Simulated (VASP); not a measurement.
Write the native input for VASP 6.6.1 that does the following.

```yaml
Task: single point
Functional: PBEsol
Potentials_or_basis: VASP PAW PBE potentials, release 64 (W_sv, Te)
Cutoff: 520 eV
k_mesh: 12 × 12 × 12
Occupations: gaussian, width 0.1 eV
Spin: collinear spin
Starting_moments: "[1.0, 0.0] μB"
Dipole_correction: no
Further_INCAR_settings: ALGO = Normal; EDIFF = 1e-06; NBANDS = 21
```

The structure of TeW lies in POSCAR:

```
TeW
1.0
    0.0000000000      2.8758967221      2.8758967221
    2.8758967221      0.0000000000      2.8758967221
    2.8758967221      2.8758967221      0.0000000000
W Te
1 1
Direct
    0.0000000000      0.0000000000      0.0000000000
    0.2500000000      0.2500000000      0.2500000000
```

These files were run (other wordings do the same):

INCAR

```
SYSTEM = TeW
ALGO     = Normal         ! electronic algorithm
EDIFF    = 1E-6           ! SCF threshold, eV
ENCUT    = 520            ! plane-wave cutoff, eV
GGA      = PS             ! functional
ISIF     = 2              ! what is computed and relaxed
ISMEAR   = 0              ! smearing method
ISPIN    = 2              ! spin polarisation
LASPH    = .TRUE.         ! aspherical terms in the spheres
LCHARG   = .FALSE.        ! write CHGCAR
LMAXMIX  = 4              ! l up to which the mixer works
LORBIT   = 11             ! projections on sites
LREAL    = .FALSE.        ! projectors in reciprocal space
LWAVE    = .FALSE.        ! write WAVECAR
MAGMOM   = 1 0            ! initial moments
NBANDS   = 21             ! bands
NELM     = 150            ! most SCF steps
PREC     = Accurate       ! precision mode
SIGMA    = 0.1            ! smearing width, eV
```

KPOINTS

```
k-points
0
G
  12 12 12
  0 0 0
```

Potentials or basis: VASP PAW PBE potentials, release 64 (W_sv, Te).

Command:

```bash
$ cat potpaw_PBE.64/W_sv/POTCAR potpaw_PBE.64/Te/POTCAR > POTCAR
$ mpirun -np 1 vasp_std > vasp.out
```

Results of the run:

The pressure is 21.3 GPa, the net moment is 1.10 μB per cell and the site moments are W +0.88; Te +0.00 μB. The valence electrons inside the program's atomic spheres are W 12.30; Te 3.71.

Caveat: the cell stands under pressure; the PAW data sets were made with another functional, which shifts forces and pressure a little.

Run time: 3 min on 1 thread of Intel(R) Xeon(R) Platinum 8259CL CPU @ 2.50GHz (Skylake/Cascade Lake), with other jobs on the host, peak memory 0.26 GiB.
